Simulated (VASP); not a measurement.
Write the native input for VASP 6.6.1 that does the following.

```yaml
Task: single point
Functional: PBEsol
Potentials_or_basis: VASP PAW PBE potentials, release 64 (Pd)
Cutoff: 520 eV
k_mesh: 20 × 20 × 20
Occupations: gaussian, width 0.15 eV
Spin: no spin polarisation
Dipole_correction: no
Further_INCAR_settings: ALGO = Normal; EDIFF = 1e-07; NBANDS = 11
```

The structure of Pd lies in POSCAR:

```
Pd
1.0
    0.0000000000      2.0421450000      1.8476550000
    2.0421450000      0.0000000000      1.8476550000
    2.0421450000      2.0421450000      0.0000000000
Pd
1
Direct
    0.0000000000      0.0000000000      0.0000000000
```

This cell differs from its parent crystal: strain +0.050 along x and y, -0.050 along z.

The input as run:

INCAR

```
PREC = Accurate ; ENCUT = 520
EDIFF = 1E-7 ; ISMEAR = 0
SIGMA = 0.15 ; LREAL = False
LASPH = True ; NELM = 80
ALGO = Normal ; ISIF = 2
LWAVE = False ; LCHARG = False
GGA = PS ; NBANDS = 11
```

KPOINTS

```
regular mesh
0
Gamma
  20 20 20
```

Potentials or basis: VASP PAW PBE potentials, release 64 (Pd).

The run is started by

```sh
$ cat potpaw_PBE.64/Pd/POTCAR > POTCAR
$ mpirun -np 1 vasp_std > vasp.out
```

It gave:

```yaml
Pressure: -9.9 GPa
Band_gap_on_the_k_mesh: zero (band 5 reaches 9.39 eV, above the bottom of band 6 at 7.70 eV)
```

Caveat: the cell differs from its parent crystal (strain +0.050 along x and y, -0.050 along z); the PAW data sets were made with another functional, which shifts forces and pressure a little.

Run time: 57 s on 1 thread of Intel(R) Xeon(R) Platinum 8375C CPU @ 2.90GHz (Ice Lake), on a shared host, peak memory 0.22 GiB.
